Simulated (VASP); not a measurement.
Wanted: the native input for a VASP 6.6.1 run.

* Task: electric field gradients
* Functional: PBEsol
* Potentials or basis: VASP PAW PBE potentials, release 64 (Ti_sv, S)
* Cutoff: 400 eV
* k mesh: 14 × 14 × 7
* Occupations: fermi-dirac, width 0.05 eV
* Spin: no spin polarisation
* Dipole correction: no
* Further INCAR settings: ALGO = Normal; EDIFF = 1e-08; NBANDS = 19

The structure of TiS2 lies in POSCAR:

```
TiS2
1.0
    3.4802405840      0.0000000000      0.0000000000
   -1.7401202920      3.0139767571      0.0000000000
    0.0000000000      0.0000000000      5.6950000000
Ti S
1 2
Direct
    0.0000000000      0.0000000000      0.0000000000
    0.3333333333      0.6666666667      0.2500000000
    0.6666666667      0.3333333333      0.7500000000
```

This cell differs from its parent crystal: equal xx and yy strain of +2 %.

The input as run:

INCAR

```
SYSTEM = TiS2
PREC = Accurate
ENCUT = 400
EDIFF = 1E-8
ISMEAR = -1
SIGMA = 0.05
LREAL = .False.
LASPH = .True.
NELM = 120
ALGO = Normal
ISIF = 2
LWAVE = .False.
LCHARG = .False.
GGA = PS
LEFG = .True.
NBANDS = 19
GGA_COMPAT = .False.
```

KPOINTS

```
regular mesh
0
Gamma
  14 14 7
  0 0 0
```

Potentials or basis: VASP PAW PBE potentials, release 64 (Ti_sv, S).

The run is started by

```sh
$ cat potpaw_PBE.64/Ti_sv/POTCAR potpaw_PBE.64/S/POTCAR > POTCAR
$ mpirun -np 1 vasp_std > vasp.out
```

Results of the run:

```json
{
  "Pressure": "-6.9 GPa",
  "Largest force": "0.568 eV/Å",
  "Band gap on the k mesh": "zero (bands 12 and 13 overlap by 0.06 eV)",
  "Largest electric field gradient by atom": "Ti -16.7; S -9.0 V/Å²"
}
```

Caveat: the cell differs from its parent crystal (equal xx and yy strain of +2 %); the cell stands under tension; without QUAD_EFG the Cq values of the log hold for a quadrupole moment of 1 mb, not for the nuclei; the PAW data sets were made with another functional, which shifts forces and pressure a little.

Run time: 2.8 min on 1 thread of Intel Xeon 8259CL (shared host), peak memory 0.23 GiB.
